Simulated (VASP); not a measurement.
**La2Zr3O: single point with PBE**

Crystal: La2Zr3O.

```xyz
6
Lattice="2.7803 1.6052 4.4813 -2.7803 1.6052 4.4813 0.0000 -3.2105 4.4813" Properties=species:S:1:pos:R:3 pbc="T T T"
La    0.0000    0.0000    8.4119
La    0.0000    0.0000    5.0319
Zr   -1.3902    0.8026    2.2406
Zr    1.3902    0.8026    2.2406
Zr    0.0000   -1.6052    2.2406
O     0.0000    0.0000    0.0000
```

| Quantity | Value |
| --- | --- |
| Program | VASP 6.6.1 |
| Task | single point |
| Functional | PBE |
| Potentials or basis | VASP PAW PBE potentials, release 64 (La, Zr_sv, O) |
| Cutoff | 520 eV |
| k mesh | 6 × 6 × 6 |
| Occupations | gaussian, width 0.1 eV |
| Spin | no spin polarisation |

| Item | Value |
| --- | --- |
| Pressure | 12.0 GPa |
| Largest force | 0.171 eV/Å |
| Band gap on the k mesh | zero (band 32 reaches 11.24 eV, above the bottom of band 33 at 10.79 eV) |

Forces on the atoms (eV/Å):
```
La   0.000  0.000  0.171
La   0.000  0.000 -0.171
Zr   0.000  0.000  0.000
Zr   0.000  0.000  0.000
Zr   0.000  0.000  0.000
O    0.000  0.000  0.000
```

Stress tensor (GPa, compression positive):
```
14.58  0.00  0.00
 0.00 14.58  0.00
 0.00  0.00  6.74
```

Levels at points of the mesh, in eV from the Fermi level:
```tsv
k point	band 30	band 31	band 32	band 33	band 34	band 35
(0.00, 0.00, 0.00)	-0.14	0.03	0.03	0.04	0.04	0.58
(0.50, 0.00, 0.00)	-0.58	-0.24	0.17	0.27	0.30	0.71
(0.50, 0.50, 0.00)	-0.71	-0.56	-0.27	-0.09	0.08	0.40
(0.50, 0.50, 0.50)	-1.14	-1.03	0.21	0.21	0.21	1.38
```

It took 4.7 min on 1 thread of Intel(R) Xeon(R) Platinum 8488C (Sapphire Rapids), with other jobs on the host, peak memory 0.34 GiB.

Caveat: spin-orbit coupling is left out, which moves the levels of the heavy elements.
